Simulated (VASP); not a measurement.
# Na (I4/mmm) in VASP: single point with r2SCAN

Aim: the single point of Na with r2SCAN.

Everything below comes from runs of VASP 6.6.1. Logs are shortened: lines on timing, memory, paths and dates and some standing lists are left out, and cuts for length are marked.

### 1 The cell of the first run

It takes space group I4/mmm (No. 139, tetragonal). Conventional cell: a = 3.777 Å, b = 3.777 Å, c = 5.275 Å, α = 90.00°, β = 90.00°, γ = 90.00°. Within 4.9 Å of Na (site symmetry 4/mmm) lie 12 Na at 3.75 to 3.78 Å.

### 2 Single point, r2SCAN

POSCAR reads:

```
Na
1.0
   -1.8882910800      1.8882910800      2.6372766800
    1.8882910800     -1.8882910800      2.6372766800
    1.8882910800      1.8882910800     -2.6372766800
Na
1
Direct
    0.0000000000      0.0000000000      0.0000000000
```

INCAR.step1 reads:

```
SYSTEM = Na
  ALGO = Normal
  EDIFF = 1E-4
  ENCUT = 520
  GGA = PE
  ISMEAR = -1
  LASPH = .TRUE.
  LCHARG = .FALSE.
  LREAL = .FALSE.
  LWAVE = .TRUE.
  NBANDS = 10
  NELM = 100
  PREC = Accurate
  SIGMA = 0.08
```

INCAR.step2 reads:

```
SYSTEM = Na
  ALGO = Normal
  EDIFF = 1E-6
  ENCUT = 520
  ISIF = 2
  ISMEAR = -1
  ISTART = 1
  LASPH = .TRUE.
  LCHARG = .TRUE.
  LELF = .TRUE.
  LMIXTAU = .TRUE.
  LREAL = .FALSE.
  LVHAR = .TRUE.
  LWAVE = .FALSE.
  METAGGA = R2SCAN
  NBANDS = 10
  NELM = 100
  PREC = Accurate
  SIGMA = 0.08
```

KPOINTS reads:

```
k-points
0
G
  22 22 22
  0 0 0
```

Potentials or basis: VASP PAW PBE potentials, release 64 (Na_pv).

Launch:

```
$ cat potpaw_PBE.64/Na_pv/POTCAR > POTCAR
$ cp INCAR.step1 INCAR
$ mpirun -np 1 vasp_std > vasp.out
$ cp INCAR.step2 INCAR
$ mpirun -np 1 vasp_std > vasp.out
```

OUTCAR:

```text
SYSTEM = Na
   EDIFF = 1E-6
   ENCUT = 520
   ISIF = 2
   ISMEAR = -1
   ISTART = 1
   LASPH = .TRUE.
   LREAL = .FALSE.
   METAGGA = R2SCAN
   NELM = 100
   PREC = Accurate

 ion  position               nearest neighbor table
   1  0.000  0.000  0.000-

  LATTYP: Found a body centered tetragonal cell.
 ALAT       =     3.7765821600
 C/A-ratio  =     1.3966473220

  Lattice vectors:

 A1 = (  -1.8882910800,   1.8882910800,   2.6372766800)
 A2 = (   1.8882910800,  -1.8882910800,   2.6372766800)
 A3 = (   1.8882910800,   1.8882910800,  -2.6372766800)

Analysis of symmetry for initial positions (statically):
=====================================================================
 Subroutine PRICEL returns:
 Original cell was already a primitive cell.

 Routine SETGRP: Setting up the symmetry group for a
 body centered tetragonal supercell.

 Subroutine GETGRP returns: Found 16 space group operations
 (whereof 16 operations were pure point group operations)
 out of a pool of 16 trial point group operations.

The static configuration has the point symmetry D_4h.

Analysis of symmetry for dynamics (positions and initial velocities):
=====================================================================
 Subroutine PRICEL returns:
 Original cell was already a primitive cell.

 Routine SETGRP: Setting up the symmetry group for a
 body centered tetragonal supercell.

 Subroutine GETGRP returns: Found 16 space group operations
 (whereof 16 operations were pure point group operations)
 out of a pool of 16 trial point group operations.

The dynamic configuration has the point symmetry D_4h.

 Subroutine INISYM returns: Found 16 space group operations
 (whereof 16 operations are pure point group operations),
 and found     1 'primitive' translations

----------------------------------------------------------------------------------------

                                     Primitive cell

  volume of cell :      37.6144

  direct lattice vectors                    reciprocal lattice vectors
    -1.888291080  1.888291080  2.637276680     0.000000000  0.264789685  0.189589512
     1.888291080 -1.888291080  2.637276680     0.264789685  0.000000000  0.189589512
     1.888291080  1.888291080 -2.637276680     0.264789685  0.264789685  0.000000000

  length of vectors
     3.753200593  3.753200593  3.753200593     0.325665105  0.325665105  0.374469164

  position of ions in fractional coordinates (direct lattice)
     0.000000000  0.000000000  0.000000000

  ion indices of the primitive-cell ions
   primitive index   ion index
                 1           1

[... 71 lines left out ...]
   EDIFF  = 0.1E-05   stopping-criterion for ELM
   LREAL  =      F    real-space projection
   EDIFFG = 0.1E-04   stopping-criterion for IOM
   NSW    =      0    number of steps for IOM
   IBRION =     -1    ionic relax: 0-MD 1-quasi-New 2-CG
   NFREE  =      0    steps in history (QN), initial steepest desc. (CG)
   ISIF   =      2    stress and relaxation
   ISYM   =      2    0-nonsym 1-usesym 2-fastsym
   POTIM  = 0.5000    time-step for ionic-motion
   TEBEG  =    0.0;   TEEND  =   0.0 temperature during run
   PSTRESS=    0.0 pullay stress
   NELECT =       7.0000    total number of electrons
   NUPDOWN=      -1.0000    fix difference up-down
   EMIN   =  10.00;   EMAX   =-10.00  energy-range for DOS
   EFERMI =   0.00;   METHOD = LEGACY
   ISMEAR =    -1;   SIGMA  =   0.08  broadening in eV -4-tet -1-fermi 0-gaus
   EFERMI_NEDOS =   21; number of points for ismear=-14 and -15
   IALGO  =     38    algorithm
   IMIX   =      4    mixing-type and parameters
     AMIX     =   0.40;   BMIX     =  1.00
     AMIX_MAG =   1.60;   BMIX_MAG =  1.00
  volume/ion in A,a.u.               =      37.61       253.83
  Fermi-wavevector in a.u.,A,eV,Ry     =   0.934666  1.766262 11.886050  0.873600
  Thomas-Fermi vector in A             =   2.061494
   LORBIT       =      0    0 simple, 1 ext, 2 COOP (PROOUT), +10 PAW based schemes
   METAGGA = R2SCAN    functional components
   LHFCALC =     F    Hartree Fock is set to
   AEXX    =    0.0000 exact exchange contribution
   IVDW    =     0    specifies the selected vdW correction
   LEPSILON=     F    determine dielectric tensor
   LRPA    =     F    only Hartree local field effects (RPA)
 non-spin polarized calculation
  energy-cutoff  :      520.00
  volume of cell :       37.61
 maximum number of plane-waves:      1028
   NGX = 13   NGY = 13   NGZ = 13

 number of electron       6.9999993 magnetization

 Free energy of the ion-electron system (eV)
  ---------------------------------------------------
  ext. energy  EPLUGINS =         0.00000000
  ---------------------------------------------------
  free energy    TOTEN  =        -3.55843364 eV

  energy without entropy =       -3.54849406  energy(sigma->0) =       -3.55346385

 E-fermi :   0.3147     XC(G=0):  -6.8775

 val. band max:        0.3060708670   @ k =   0.5000   0.2273   0.0909
 cond. band min:       0.3216530922   @ k =   0.2273   0.2273   0.0909
 fundamental gap:      0.0155822252
 Fermi energy:         0.3146796989

 k-point     1 :       0.0000    0.0000    0.0000
  band No.  band energies     occupation
      1     -25.7139      2.00000
      2     -25.7136      2.00000
      3     -25.7134      2.00000
      4      -3.1523      2.00000
      5      11.9686      0.00000
      6      11.9689      0.00000
      7      12.0200      0.00000
      8      13.2621      0.00000
      9      14.0256      0.00000
     10      14.0311      0.00000
[... 287 lines left out ...]
 k-point    24 :      -0.4545    0.0455   -0.0000
  band No.  band energies     occupation
      1     -25.7460      2.00000
      2     -25.7186      2.00000
      3     -25.7183      2.00000
      4       0.1565      1.75670
      5       2.2830      0.00000
      6      10.4406      0.00000
      7      10.6989      0.00000
      8      12.0975      0.00000
      9      12.8415      0.00000
     10      13.0607      0.00000

 [... further k-points ...]
[... 5 lines left out ...]
  --------------------------------------------------------------------------------------
  -------------------------------------------------------------------------------------
  Total        0.0019285      0.0019285      0.0008117      0.0000000     -0.0000000      0.0000000
  in kB        0.0821439      0.0821439      0.0345754      0.0000000     -0.0000000      0.0000000
  external PRESSURE =       0.0662878 kB  Pullay stress =       0.0000000 kB

 VOLUME and BASIS-vectors are now :
 -----------------------------------------------------------------------------
  energy-cutoff  :      520.00
  volume of cell :       37.61
      direct lattice vectors                 reciprocal lattice vectors
    -1.888291080  1.888291080  2.637276680     0.000000000  0.264789685  0.189589512
     1.888291080 -1.888291080  2.637276680     0.264789685  0.000000000  0.189589512
     1.888291080  1.888291080 -2.637276680     0.264789685  0.264789685  0.000000000

 POSITION                                       TOTAL-FORCE (eV/Angst)
 -----------------------------------------------------------------------------------
      0.00000      0.00000      0.00000        -0.000000      0.000000      0.000000
 -----------------------------------------------------------------------------------
    total drift:                               -0.000000     -0.000000     -0.000000

  FREE ENERGIE OF THE ION-ELECTRON SYSTEM (eV)
  ---------------------------------------------------
  free  energy   TOTEN  =        -3.5584336398 eV

  energy  without entropy=       -3.5484940608  energy(sigma->0) =       -3.55346385
```

OUTCAR.step1:

```text
SYSTEM = Na
   EDIFF = 1E-4
   ENCUT = 520
   GGA = PE
   ISMEAR = -1
   LASPH = .TRUE.
   LREAL = .FALSE.
[... 528 lines left out ...]
 -----------------------------------------------------------------------------------
      0.00000      0.00000      0.00000         0.000000     -0.000000      0.000000
 -----------------------------------------------------------------------------------
    total drift:                               -0.000000     -0.000000     -0.000000

  FREE ENERGIE OF THE ION-ELECTRON SYSTEM (eV)
  ---------------------------------------------------
  free  energy   TOTEN  =        -1.3163217815 eV

  energy  without entropy=       -1.3059293008  energy(sigma->0) =       -1.31112554
```

OSZICAR.step1:

```text
N       E                     dE             d eps       ncg     rms          rms(c)
DAV:   1     0.283326986833E+02    0.28333E+02   -0.37522E+03 16730   0.578E+02
DAV:   2    -0.692247888911E+00   -0.29025E+02   -0.28885E+02 17254   0.150E+02
DAV:   3    -0.131172345076E+01   -0.61948E+00   -0.61891E+00 19960   0.237E+01
DAV:   4    -0.131694356914E+01   -0.52201E-02   -0.52196E-02 19624   0.215E+00
DAV:   5    -0.131702157765E+01   -0.78009E-04   -0.78007E-04 19134   0.260E-01    0.202E-01
DAV:   6    -0.131662649504E+01    0.39508E-03   -0.46331E-04 19584   0.258E-01    0.136E-01
DAV:   7    -0.131632932571E+01    0.29717E-03   -0.95485E-04 18666   0.309E-01    0.156E-02
DAV:   8    -0.131632178150E+01    0.75442E-05   -0.42295E-05 10554   0.110E-01
   1 F= -.13163218E+01 E0= -.13111255E+01  d E =-.103925E-01
```

Run time: 9.1 min. Hardware: 1 thread of Intel Xeon 6975P-C (Granite Rapids), shared host; peak memory 0.36 GiB.

Results:

| Property | Result |
| --- | --- |
| Free energy | -3.5584 eV |
| Pressure | 0.0 GPa |
| Band gap on the k mesh | zero (an odd number of electrons rules out a gap without spin polarisation) |

Caveat: the PAW data sets were made with another functional, which shifts forces and pressure a little.
